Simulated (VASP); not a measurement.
# KF (P6_3/mmc) in VASP: single point with PBE

Aim: the single point of KF with PBE.

Everything below comes from runs of VASP 6.6.1. Logs are shortened: lines on timing, memory, paths and dates and some standing lists are left out, and cuts for length are marked.

**1. The cell of the first run**

It takes space group P6_3/mmc (No. 194, hexagonal). Conventional cell: a = 3.739 Å, b = 3.739 Å, c = 6.597 Å, α = 90.00°, β = 90.00°, γ = 120.00°. K (site symmetry -3m) has 6 F at 2.72 Å and 8 K at 3.30 to 3.74 Å within 3.8 Å. F (site symmetry -6m2) has 6 K at 2.72 Å and 12 F at 3.74 to 3.94 Å within 4.0 Å.

**2. Single point, PBE**

Contents of INCAR:

```
SYSTEM = KF
PREC = Accurate ; ENCUT = 520
EDIFF = 1E-6 ; ISMEAR = 0
SIGMA = 0.02 ; LREAL = .False.
LASPH = .True. ; NELM = 100
ALGO = Normal ; ISIF = 2
LWAVE = .False. ; LCHARG = .False.
GGA = PE ; NBANDS = 24
```

Contents of KPOINTS:

```
regular mesh
0
Gamma
  9 9 6
  0 0 0
```

Contents of POSCAR:

```
KF
1.0
    3.7391560010      0.0000000000      0.0000000000
   -1.8695780005      3.2382040856      0.0000000000
    0.0000000000      0.0000000000      6.5972619044
K F
2 2
Direct
    0.0000000000      0.0000000000      0.0000000000
    0.0000000000      0.0000000000      0.5000000000
    0.3333333333      0.6666666667      0.2500000000
    0.6666666667      0.3333333333      0.7500000000
```

Potentials or basis: VASP PAW PBE potentials, release 64 (K_sv, F).

Run with:

```bash
> cat potpaw_PBE.64/K_sv/POTCAR potpaw_PBE.64/F/POTCAR > POTCAR
> mpirun -np 1 vasp_std > vasp.out
```

OUTCAR:

```text
SYSTEM = KF
   PREC = Accurate
   ENCUT = 520
   EDIFF = 1E-6
   ISMEAR = 0
   LREAL = .False.
   LASPH = .True.
   NELM = 100
   ISIF = 2
   GGA = PE

 ion  position               nearest neighbor table
   1  0.000  0.000  0.000-   3 2.72   4 2.72   4 2.72   3 2.72   4 2.72   3 2.72   2 3.30   2 3.30

   2  0.000  0.000  0.500-   3 2.72   4 2.72   4 2.72   3 2.72   4 2.72   3 2.72   1 3.30   1 3.30

   3  0.333  0.667  0.250-   1 2.72   2 2.72   1 2.72   2 2.72   1 2.72   2 2.72
   4  0.667  0.333  0.750-   1 2.72   2 2.72   1 2.72   2 2.72   1 2.72   2 2.72

  LATTYP: Found a hexagonal cell.
 ALAT       =     3.7391560010
 C/A-ratio  =     1.7643719338

  Lattice vectors:

 A1 = (   3.7391560010,   0.0000000000,   0.0000000000)
 A2 = (  -1.8695780005,   3.2382040856,   0.0000000000)
 A3 = (   0.0000000000,   0.0000000000,   6.5972619044)

Analysis of symmetry for initial positions (statically):
=====================================================================
 Subroutine PRICEL returns:
 Original cell was already a primitive cell.

 Routine SETGRP: Setting up the symmetry group for a
 hexagonal supercell.

 Subroutine GETGRP returns: Found 24 space group operations
 (whereof 12 operations were pure point group operations)
 out of a pool of 24 trial point group operations.

The static configuration has the point symmetry D_3d.
 The point group associated with its full space group is D_6h.

Analysis of symmetry for dynamics (positions and initial velocities):
=====================================================================
 Subroutine PRICEL returns:
 Original cell was already a primitive cell.

 Routine SETGRP: Setting up the symmetry group for a
 hexagonal supercell.

 Subroutine GETGRP returns: Found 24 space group operations
 (whereof 12 operations were pure point group operations)
 out of a pool of 24 trial point group operations.

The dynamic configuration has the point symmetry D_3d.
 The point group associated with its full space group is D_6h.

 Subroutine INISYM returns: Found 24 space group operations
 (whereof 12 operations are pure point group operations),
 and found     1 'primitive' translations

----------------------------------------------------------------------------------------

                                     Primitive cell

  volume of cell :      79.8806

  direct lattice vectors                    reciprocal lattice vectors
     3.739156001  0.000000000  0.000000000     0.267440032  0.154406574  0.000000000
    -1.869578001  3.238204086  0.000000000     0.000000000  0.308813149  0.000000000
     0.000000000  0.000000000  6.597261904     0.000000000  0.000000000  0.151578036

  length of vectors
     3.739156001  3.739156001  6.597261904     0.308813149  0.308813149  0.151578036

  position of ions in fractional coordinates (direct lattice)
     0.000000000  0.000000000  0.000000000
     0.000000000  0.000000000  0.500000000
     0.333333333  0.666666667  0.250000000
     0.666666667  0.333333333  0.750000000

  ion indices of the primitive-cell ions
   primitive index   ion index
                 1           1
                 2           2
                 3           3
                 4           4

----------------------------------------------------------------------------------------

 KPOINTS: regular mesh

Automatic generation of k-mesh.
 Grid dimensions read from file:
 generate k-points for:    9    9    6

 Generating k-lattice:

  Cartesian coordinates                     Fractional coordinates (reciprocal lattice)
     0.029715559  0.017156286  0.000000000     0.111111111  0.000000000  0.000000000
     0.000000000  0.034312572  0.000000000     0.000000000  0.111111111  0.000000000
     0.000000000  0.000000000  0.025263006     0.000000000  0.000000000  0.166666667

  Length of vectors
     0.034312572  0.034312572  0.025263006

  Shift w.r.t. Gamma in fractional coordinates (k-lattice)
     0.000000000  0.000000000  0.000000000

 Subroutine IBZKPT returns following result:
 ===========================================

 Found     48 irreducible k-points:

 Following reciprocal coordinates:
            Coordinates               Weight
  0.000000  0.000000  0.000000      1.000000
  0.111111  0.000000  0.000000      6.000000
  0.222222 -0.000000  0.000000      6.000000
  0.333333  0.000000  0.000000      6.000000
  0.444444 -0.000000  0.000000      6.000000
  0.111111  0.111111  0.000000      6.000000
[... 16 lines left out ...]
  0.333333  0.222222  0.166667     24.000000
  0.333333  0.333333  0.166667      4.000000
 [... further k-points ...]
   k-points           NKPTS =     48   k-points in BZ     NKDIM =     48   number of bands    NBANDS=     24
   number of dos      NEDOS =    301   number of ions     NIONS =      4
   total plane-waves  NPLWV =  39200
   dimension x,y,z NGX =    28 NGY =   28 NGZ =   50
   dimension x,y,z NGXF=    56 NGYF=   56 NGZF=  100
   ions per type =               2   2
   NGX,Y,Z   is equivalent  to a cutoff of  12.45, 12.45, 12.60 a.u.
   NGXF,Y,Z  is equivalent  to a cutoff of  24.90, 24.90, 25.20 a.u.
 SYSTEM =  KF
   PREC   = accura    normal or accurate (medium, high low for compatibility)
   ISTART =      0    job   : 0-new  1-cont  2-samecut
   ICHARG =      2    charge: 1-file 2-atom 10-const
   ISPIN  =      1    spin polarized calculation?
   LNONCOLLINEAR =      F non collinear calculations
   LSORBIT =      F    spin-orbit coupling
   LASPH  =      T    aspherical Exc in radial PAW
   ENCUT  =  520.0 eV  38.22 Ry    6.18 a.u.   6.95  6.95 12.27*2*pi/ulx,y,z
   NELM   =    100;   NELMIN=  2; NELMDL= -5     # of ELM steps
   EDIFF  = 0.1E-05   stopping-criterion for ELM
   LREAL  =      F    real-space projection
   EDIFFG = 0.1E-04   stopping-criterion for IOM
   NSW    =      0    number of steps for IOM
   IBRION =     -1    ionic relax: 0-MD 1-quasi-New 2-CG
   NFREE  =      0    steps in history (QN), initial steepest desc. (CG)
   ISIF   =      2    stress and relaxation
   ISYM   =      2    0-nonsym 1-usesym 2-fastsym
   POTIM  = 0.5000    time-step for ionic-motion
   TEBEG  =    0.0;   TEEND  =   0.0 temperature during run
   PSTRESS=    0.0 pullay stress
   NELECT =      32.0000    total number of electrons
   NUPDOWN=      -1.0000    fix difference up-down
   EMIN   =  10.00;   EMAX   =-10.00  energy-range for DOS
   EFERMI =   0.00;   METHOD = LEGACY
   ISMEAR =     0;   SIGMA  =   0.02  broadening in eV -4-tet -1-fermi 0-gaus
   EFERMI_NEDOS =   21; number of points for ismear=-14 and -15
   IALGO  =     38    algorithm
   IMIX   =      4    mixing-type and parameters
     AMIX     =   0.40;   BMIX     =  1.00
     AMIX_MAG =   1.60;   BMIX_MAG =  1.00
  volume/ion in A,a.u.               =      19.97       134.77
  Fermi-wavevector in a.u.,A,eV,Ry     =   1.206825  2.280569 19.815888  1.456427
  Thomas-Fermi vector in A             =   2.342481
   LORBIT       =      0    0 simple, 1 ext, 2 COOP (PROOUT), +10 PAW based schemes
   GGA     = PE    functional components
   LHFCALC =     F    Hartree Fock is set to
   AEXX    =    0.0000 exact exchange contribution
   IVDW    =     0    specifies the selected vdW correction
   LEPSILON=     F    determine dielectric tensor
   LRPA    =     F    only Hartree local field effects (RPA)
 non-spin polarized calculation
 Gauss-broadening in eV      SIGMA  =   0.02
  energy-cutoff  :      520.00
  volume of cell :       79.88
 maximum number of plane-waves:      2170
 NGX is ok and might be reduce to    28
   NGX = 13   NGY = 13   NGZ = 25

 number of electron      31.9999984 magnetization

 Free energy of the ion-electron system (eV)
  ---------------------------------------------------
  ext. energy  EPLUGINS =         0.00000000
  ---------------------------------------------------
  free energy    TOTEN  =       -16.43625431 eV

  energy without entropy =      -16.43625431  energy(sigma->0) =      -16.43625431

 E-fermi :  -2.7001     XC(G=0):  -8.1995

 val. band max:       -2.8707717998   @ k =   0.0000   0.0000   0.0000
 cond. band min:       3.0146142613   @ k =   0.0000   0.0000   0.0000
 fundamental gap:      5.8853860610
 Fermi energy:        -2.7001320998

 k-point     1 :       0.0000    0.0000    0.0000
  band No.  band energies     occupation
      1     -29.3496      2.00000
      2     -29.2356      2.00000
      3     -21.6175      2.00000
      4     -21.5361      2.00000
      5     -13.0235      2.00000
      6     -12.6296      2.00000
[... 16 lines left out ...]
     23       8.2956      0.00000
     24       8.2956      0.00000

 k-point     2 :       0.1111    0.0000    0.0000
  band No.  band energies     occupation
      1     -29.3417      2.00000
      2     -29.2300      2.00000
      3     -21.6096      2.00000
      4     -21.5417      2.00000
      5     -13.0398      2.00000
      6     -12.6635      2.00000
[... 16 lines left out ...]
     23       8.3883      0.00000
     24       8.5096      0.00000

 k-point     3 :       0.2222   -0.0000    0.0000
  band No.  band energies     occupation
      1     -29.3217      2.00000
      2     -29.2158      2.00000
      3     -21.5912      2.00000
      4     -21.5544      2.00000
      5     -13.0834      2.00000
      6     -12.7459      2.00000
[... 16 lines left out ...]
     23       8.4908      0.00000
     24       9.1235      0.00000

 k-point     4 :       0.3333    0.0000    0.0000
  band No.  band energies     occupation
      1     -29.2987      2.00000
      2     -29.1996      2.00000
      3     -21.5847      2.00000
      4     -21.5543      2.00000
      5     -13.1382      2.00000
      6     -12.8707      2.00000
[... 16 lines left out ...]
     23       8.8691      0.00000
     24      10.0241      0.00000

 k-point     5 :       0.4444   -0.0000    0.0000
  band No.  band energies     occupation
      1     -29.2836      2.00000
      2     -29.1889      2.00000
      3     -21.5927      2.00000
      4     -21.5419      2.00000
      5     -13.1779      2.00000
      6     -12.9658      2.00000
[... 451 lines left out ...]
 k-point    22 :       0.2222    0.2222    0.1667
  band No.  band energies     occupation
      1     -29.2823      2.00000
      2     -29.1989      2.00000
      3     -21.5717      2.00000
      4     -21.5638      2.00000
      5     -13.1032      2.00000
      6     -12.8783      2.00000
[... 16 lines left out ...]
     23       8.7327      0.00000
     24      10.2551      0.00000

 k-point    23 :       0.3333    0.2222    0.1667
  band No.  band energies     occupation
      1     -29.2709      2.00000
      2     -29.1905      2.00000
      3     -21.5757      2.00000
      4     -21.5565      2.00000
      5     -13.1220      2.00000
      6     -12.9140      2.00000
[... 16 lines left out ...]
     23       8.5846      0.00000
     24      10.2605      0.00000

 k-point    24 :       0.3333    0.3333    0.1667
  band No.  band energies     occupation
      1     -29.2670      2.00000
      2     -29.1876      2.00000
      3     -21.5652      2.00000
      4     -21.5652      2.00000
      5     -13.1228      2.00000
      6     -12.8883      2.00000
[... 16 lines left out ...]
     23       8.3030      0.00000
     24      10.3426      0.00000

 [... further k-points ...]
[... 5 lines left out ...]
  --------------------------------------------------------------------------------------
  -------------------------------------------------------------------------------------
  Total       -0.0028362     -0.0028362      0.0239666      0.0000000      0.0000000      0.0000000
  in kB       -0.0568852     -0.0568852      0.4807024      0.0000000      0.0000000      0.0000000
  external PRESSURE =       0.1223107 kB  Pullay stress =       0.0000000 kB

 VOLUME and BASIS-vectors are now :
 -----------------------------------------------------------------------------
  energy-cutoff  :      520.00
  volume of cell :       79.88
      direct lattice vectors                 reciprocal lattice vectors
     3.739156001  0.000000000  0.000000000     0.267440032  0.154406574  0.000000000
    -1.869578001  3.238204086  0.000000000     0.000000000  0.308813149  0.000000000
     0.000000000  0.000000000  6.597261904     0.000000000  0.000000000  0.151578036

 POSITION                                       TOTAL-FORCE (eV/Angst)
 -----------------------------------------------------------------------------------
      0.00000      0.00000      0.00000        -0.000000     -0.000000      0.000000
      0.00000      0.00000      3.29863        -0.000000     -0.000000      0.000000
     -0.00000      2.15880      1.64932        -0.000000      0.000000     -0.000000
      1.86958      1.07940      4.94795         0.000000     -0.000000      0.000000
 -----------------------------------------------------------------------------------
    total drift:                                0.000000     -0.000000      0.000000

  FREE ENERGIE OF THE ION-ELECTRON SYSTEM (eV)
  ---------------------------------------------------
  free  energy   TOTEN  =       -16.4362543138 eV

  energy  without entropy=      -16.4362543138  energy(sigma->0) =      -16.43625431
```

Wall time 37 s (1 thread of Intel Xeon 6975P-C (Granite Rapids), shared host); peak memory 0.22 GiB.

What came out:

- Free energy: -16.4363 eV
- Pressure: 0.0 GPa
- Band gap on the k mesh: 5.89 eV

Levels at points of the mesh, in eV from the valence-band top:
| k point | band 14 | band 15 | band 16 | band 17 | band 18 | band 19 |
| --- | --- | --- | --- | --- | --- | --- |
| (0.00, 0.00, 0.00) | -0.08 | 0.00 | 0.00 | 5.89 | 8.95 | 9.09 |
| (0.00, 0.00, 0.50) | -0.13 | -0.13 | -0.13 | 7.17 | 7.17 | 9.94 |

Caveat: an odd mesh through Γ misses points on the zone boundary, where band edges can lie.
